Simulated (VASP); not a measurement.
# Cr (P6/mmm) in VASP: single point with PBE

Aim: the single point of Cr with PBE.

Everything below comes from runs of VASP 6.6.1. Logs are shortened: lines on timing, memory, paths and dates and some standing lists are left out, and cuts for length are marked.

### 1 The cell of the first run

Symmetry: P6/mmm, No. 191, hexagonal system. The conventional cell has a = 3.500 Å, b = 3.500 Å, c = 1.944 Å, α = 90.00°, β = 90.00°, γ = 120.00°. Cr (site symmetry 6/mmm) has 14 Cr at 1.94 to 2.24 Å within 2.6 Å. Cr (site symmetry -6m2) has 11 Cr at 1.94 to 2.24 Å within 2.6 Å.

### 2 Single point, PBE, collinear spin, ferromagnetic start (volume scaled by 0.58)

Input file INCAR:

```
  PREC = Accurate
  ENCUT = 520
  EDIFF = 1E-7
  ISMEAR = -1
  SIGMA = 0.1
  LREAL = False
  LASPH = True
  NELM = 150
  ALGO = Normal
  ISIF = 2
  LWAVE = False
  LCHARG = False
  ISPIN = 2
  MAGMOM = 2 2 2
  LORBIT = 11
  LMAXMIX = 4
  GGA = PE
  NBANDS = 29
```

Input file KPOINTS:

```
regular mesh
0
Gamma
  10 10 14
```

Input file POSCAR:

```
Cr
1.0
    3.5000831431      0.0000000000      0.0000000000
   -1.7500415715      3.0311609173      0.0000000000
    0.0000000000      0.0000000000      1.9437501695
Cr
3
Direct
    0.0000000000      0.0000000000      0.0000000000
    0.3333333333      0.6666666667      0.5000000000
    0.6666666667      0.3333333333      0.5000000000
```

Potentials or basis: VASP PAW PBE potentials, release 64 (Cr_pv).

The run is started by

```bash
cat potpaw_PBE.64/Cr_pv/POTCAR > POTCAR
mpirun -np 1 vasp_std > vasp.out
```

OUTCAR:

```text
PREC = Accurate
   ENCUT = 520
   EDIFF = 1E-7
   ISMEAR = -1
   LREAL = False
   LASPH = True
   NELM = 150
   ISIF = 2
   ISPIN = 2
   LORBIT = 11
   GGA = PE

 ion  position               nearest neighbor table
   1  0.000  0.000  0.000-   2 2.24   3 2.24   2 2.24   3 2.24   2 2.24   2 2.24   3 2.24   3 2.24
                             3 2.24   3 2.24   2 2.24   2 2.24
   2  0.333  0.667  0.500-   3 2.02   3 2.02   3 2.02   1 2.24   1 2.24   1 2.24   1 2.24   1 2.24
                             1 2.24   3 2.80   3 2.80   3 2.80   3 2.80   3 2.80   3 2.80
   3  0.667  0.333  0.500-   2 2.02   2 2.02   2 2.02   1 2.24   1 2.24   1 2.24   1 2.24   1 2.24
                             1 2.24   2 2.80   2 2.80   2 2.80   2 2.80   2 2.80   2 2.80

  LATTYP: Found a hexagonal cell.
 ALAT       =     3.5000831431
 C/A-ratio  =     0.5553439990

  Lattice vectors:

 A1 = (   3.5000831431,   0.0000000000,   0.0000000000)
 A2 = (  -1.7500415715,   3.0311609173,   0.0000000000)
 A3 = (   0.0000000000,   0.0000000000,   1.9437501695)

Analysis of symmetry for initial positions (statically):
=====================================================================
 Subroutine PRICEL returns:
 Original cell was already a primitive cell.

 Routine SETGRP: Setting up the symmetry group for a
 hexagonal supercell.

 Subroutine GETGRP returns: Found 24 space group operations
 (whereof 24 operations were pure point group operations)
 out of a pool of 24 trial point group operations.

The static configuration has the point symmetry D_6h.

Analysis of symmetry for dynamics (positions and initial velocities):
=====================================================================
 Subroutine PRICEL returns:
 Original cell was already a primitive cell.

 Routine SETGRP: Setting up the symmetry group for a
 hexagonal supercell.

 Subroutine GETGRP returns: Found 24 space group operations
 (whereof 24 operations were pure point group operations)
 out of a pool of 24 trial point group operations.

The dynamic configuration has the point symmetry D_6h.

Analysis of structural, dynamic, and magnetic symmetry:
=====================================================================
 Subroutine PRICEL returns:
 Original cell was already a primitive cell.

 Routine SETGRP: Setting up the symmetry group for a
 hexagonal supercell.

 Subroutine GETGRP returns: Found 24 space group operations
 (whereof 24 operations were pure point group operations)
 out of a pool of 24 trial point group operations.

The overall configuration has the point symmetry D_6h.

 Subroutine INISYM returns: Found 24 space group operations
 (whereof 24 operations are pure point group operations),
 and found     1 'primitive' translations

----------------------------------------------------------------------------------------

                                     Primitive cell

  volume of cell :      20.6219

  direct lattice vectors                    reciprocal lattice vectors
     3.500083143  0.000000000  0.000000000     0.285707499  0.164953301  0.000000000
    -1.750041571  3.031160917  0.000000000     0.000000000  0.329906603  0.000000000
     0.000000000  0.000000000  1.943750169     0.000000000  0.000000000  0.514469409

  length of vectors
     3.500083143  3.500083143  1.943750169     0.329906603  0.329906603  0.514469409

  position of ions in fractional coordinates (direct lattice)
     0.000000000  0.000000000  0.000000000
     0.333333333  0.666666667  0.500000000
     0.666666667  0.333333333  0.500000000

  ion indices of the primitive-cell ions
   primitive index   ion index
                 1           1
                 2           2
                 3           3

----------------------------------------------------------------------------------------

 KPOINTS: regular mesh

Automatic generation of k-mesh.
 Grid dimensions read from file:
 generate k-points for:   10   10   14

 Generating k-lattice:

  Cartesian coordinates                     Fractional coordinates (reciprocal lattice)
     0.028570750  0.016495330  0.000000000     0.100000000  0.000000000  0.000000000
     0.000000000  0.032990660  0.000000000     0.000000000  0.100000000  0.000000000
     0.000000000  0.000000000  0.036747815     0.000000000  0.000000000  0.071428571

  Length of vectors
     0.032990660  0.032990660  0.036747815

  Shift w.r.t. Gamma in fractional coordinates (k-lattice)
     0.000000000  0.000000000  0.000000000

 Subroutine IBZKPT returns following result:
 ===========================================

 Found    112 irreducible k-points:

 Following reciprocal coordinates:
            Coordinates               Weight
  0.000000  0.000000  0.000000      1.000000
  0.100000  0.000000  0.000000      6.000000
  0.200000  0.000000  0.000000      6.000000
  0.300000  0.000000  0.000000      6.000000
  0.400000  0.000000  0.000000      6.000000
  0.500000 -0.000000  0.000000      3.000000
[... 16 lines left out ...]
  0.300000  0.100000  0.071429     24.000000
  0.400000  0.100000  0.071429     24.000000
 [... further k-points ...]
   k-points           NKPTS =    112   k-points in BZ     NKDIM =    112   number of bands    NBANDS=     29
   number of dos      NEDOS =    301   number of ions     NIONS =      3
   total plane-waves  NPLWV =  10976
   dimension x,y,z NGX =    28 NGY =   28 NGZ =   14
   dimension x,y,z NGXF=    56 NGYF=   56 NGZF=   28
   ions per type =               3
   NGX,Y,Z   is equivalent  to a cutoff of  13.30, 13.30, 11.97 a.u.
   NGXF,Y,Z  is equivalent  to a cutoff of  26.60, 26.60, 23.95 a.u.
 SYSTEM =  unknown system
   PREC   = accura    normal or accurate (medium, high low for compatibility)
   ISTART =      0    job   : 0-new  1-cont  2-samecut
   ICHARG =      2    charge: 1-file 2-atom 10-const
   ISPIN  =      2    spin polarized calculation?
   LNONCOLLINEAR =      F non collinear calculations
   LSORBIT =      F    spin-orbit coupling
   LASPH  =      T    aspherical Exc in radial PAW
   ENCUT  =  520.0 eV  38.22 Ry    6.18 a.u.   6.51  6.51  3.61*2*pi/ulx,y,z
   NELM   =    150;   NELMIN=  2; NELMDL= -5     # of ELM steps
   EDIFF  = 0.1E-06   stopping-criterion for ELM
   LREAL  =      F    real-space projection
   EDIFFG = 0.1E-05   stopping-criterion for IOM
   NSW    =      0    number of steps for IOM
   IBRION =     -1    ionic relax: 0-MD 1-quasi-New 2-CG
   NFREE  =      0    steps in history (QN), initial steepest desc. (CG)
   ISIF   =      2    stress and relaxation
   ISYM   =      2    0-nonsym 1-usesym 2-fastsym
   POTIM  = 0.5000    time-step for ionic-motion
   TEBEG  =    0.0;   TEEND  =   0.0 temperature during run
   PSTRESS=    0.0 pullay stress
   NELECT =      36.0000    total number of electrons
   NUPDOWN=      -1.0000    fix difference up-down
   EMIN   =  10.00;   EMAX   =-10.00  energy-range for DOS
   EFERMI =   0.00;   METHOD = LEGACY
   ISMEAR =    -1;   SIGMA  =   0.10  broadening in eV -4-tet -1-fermi 0-gaus
   EFERMI_NEDOS =   21; number of points for ismear=-14 and -15
   IALGO  =     38    algorithm
   IMIX   =      4    mixing-type and parameters
     AMIX     =   0.40;   BMIX     =  1.00
     AMIX_MAG =   1.60;   BMIX_MAG =  1.00
  volume/ion in A,a.u.               =       6.87        46.39
  Fermi-wavevector in a.u.,A,eV,Ry     =   1.971211  3.725048 52.867776  3.885672
  Thomas-Fermi vector in A             =   2.993784
   LORBIT       =     11    0 simple, 1 ext, 2 COOP (PROOUT), +10 PAW based schemes
   GGA     = PE    functional components
   LHFCALC =     F    Hartree Fock is set to
   AEXX    =    0.0000 exact exchange contribution
   IVDW    =     0    specifies the selected vdW correction
   LEPSILON=     F    determine dielectric tensor
   LRPA    =     F    only Hartree local field effects (RPA)
 spin polarized calculation
  energy-cutoff  :      520.00
  volume of cell :       20.62
 maximum number of plane-waves:       583
 NGX is ok and might be reduce to    28
   NGX = 13   NGY = 13   NGZ =  7

 number of electron      36.0000012 magnetization       0.0004670

 number of electron      36.0000012 magnetization      -0.0000207

 Free energy of the ion-electron system (eV)
  ---------------------------------------------------
  ext. energy  EPLUGINS =         0.00000000
  ---------------------------------------------------
  free energy    TOTEN  =       -16.07437589 eV

  energy without entropy =      -15.98165745  energy(sigma->0) =      -16.02801667

 E-fermi :  20.2124     XC(G=0): -16.9349

 val. band max:       20.2029944462   @ k =   0.1000   0.1000   0.4286
 cond. band min:      20.2231388687   @ k =   0.0000   0.0000   0.4286
 fundamental gap:      0.0201444224
 Fermi energy:        20.2123674635

 spin component 1

 k-point     1 :       0.0000    0.0000    0.0000
  band No.  band energies     occupation
      1     -24.3044      1.00000
      2     -24.3044      1.00000
      3     -23.8881      1.00000
      4     -23.8881      1.00000
      5     -21.3950      1.00000
      6     -21.3256      1.00000
[... 757 lines left out ...]
     28      28.0484      0.00000
     29      28.2535      0.00000

 [... further k-points ...]

 spin component 2

 k-point     1 :       0.0000    0.0000    0.0000
  band No.  band energies     occupation
      1     -24.3044      1.00000
      2     -24.3044      1.00000
      3     -23.8881      1.00000
      4     -23.8881      1.00000
      5     -21.3950      1.00000
      6     -21.3256      1.00000
[... 757 lines left out ...]
     28      28.0484      0.00000
     29      28.2538      0.00000

 [... further k-points ...]

------------------------ aborting loop because EDIFF is reached ----------------------------------------

  FORCE on cell =-STRESS in cart. coord.  units (eV):
  Direction    XX          YY          ZZ          XY          YZ          ZX
  --------------------------------------------------------------------------------------
  -------------------------------------------------------------------------------------
  Total       50.1718895     50.1718895     51.9896383      0.0000000      0.0000000      0.0000000
  in kB     3898.0126234   3898.0126234   4039.2392751      0.0000001      0.0000000      0.0000000
  external PRESSURE =    3945.0881739 kB  Pullay stress =       0.0000000 kB

 VOLUME and BASIS-vectors are now :
 -----------------------------------------------------------------------------
  energy-cutoff  :      520.00
  volume of cell :       20.62
      direct lattice vectors                 reciprocal lattice vectors
     3.500083143  0.000000000  0.000000000     0.285707499  0.164953301  0.000000000
    -1.750041571  3.031160917  0.000000000     0.000000000  0.329906603  0.000000000
     0.000000000  0.000000000  1.943750169     0.000000000  0.000000000  0.514469409

 POSITION                                       TOTAL-FORCE (eV/Angst)
 -----------------------------------------------------------------------------------
      0.00000      0.00000      0.00000         0.000000      0.000000     -0.000000
     -0.00000      2.02077      0.97188        -0.000000      0.000000      0.000000
      1.75004      1.01039      0.97188         0.000000     -0.000000     -0.000000
 -----------------------------------------------------------------------------------
    total drift:                                0.000000      0.000000     -0.000000

  FREE ENERGIE OF THE ION-ELECTRON SYSTEM (eV)
  ---------------------------------------------------
  free  energy   TOTEN  =       -16.0743758945 eV

  energy  without entropy=      -15.9816574534  energy(sigma->0) =      -16.02801667

 total charge

# of ion       s       p       d       tot
------------------------------------------
    1        0.645   6.803   5.329  12.777
    2        0.653   6.744   5.451  12.849
    3        0.653   6.744   5.451  12.849
--------------------------------------------------
tot          1.951  20.292  16.231  38.475

 magnetization (x)

# of ion       s       p       d       tot
------------------------------------------
    1        0.000  -0.000  -0.000  -0.000
    2        0.000  -0.000  -0.000  -0.000
    3        0.000  -0.000  -0.000  -0.000
--------------------------------------------------
tot          0.000  -0.000  -0.000  -0.000
```

It took 62 s on 1 thread of AMD EPYC 9R45 (Zen 5), shared host; peak memory 0.17 GiB.

Results:

- Free energy: -16.0744 eV
- Pressure: 394.5 GPa
- Band gap on the k mesh: zero (filled and empty bands overlap)
- Net moment: 0.00 μB per cell

Stress tensor (GPa, compression positive):
```
389.80   0.00   0.00
  0.00 389.80   0.00
  0.00   0.00 403.92
```

Levels at points of the mesh, in eV from the Fermi level:
Spin up:
```csv
k point,band 16,band 17,band 18,band 19,band 20,band 21
"(0.00, 0.00, 0.00)",-3.08,-3.08,-1.01,-1.01,1.90,1.90
"(0.50, 0.00, 0.00)",-3.56,-2.86,0.53,2.24,2.32,3.09
"(0.00, 0.00, 0.50)",-1.93,-1.42,0.08,0.08,3.10,3.10
"(0.50, 0.00, 0.50)",-3.14,-0.62,-0.29,1.65,2.70,2.96
```
Spin down:
```csv
k point,band 15,band 16,band 17,band 18,band 19,band 20,band 21,band 22
"(0.00, 0.00, 0.00)",-3.18,-3.08,-3.08,-1.01,-1.01,1.90,1.90,1.97
"(0.50, 0.00, 0.00)",-3.88,-3.56,-2.86,0.53,2.24,2.32,3.09,3.44
"(0.00, 0.00, 0.50)",-1.93,-1.93,-1.42,0.08,0.08,3.10,3.10,3.95
"(0.50, 0.00, 0.50)",-3.28,-3.14,-0.62,-0.29,1.65,2.70,2.96,3.10
```

Caveat: the starting moments collapsed, and a magnetic state may lie lower.
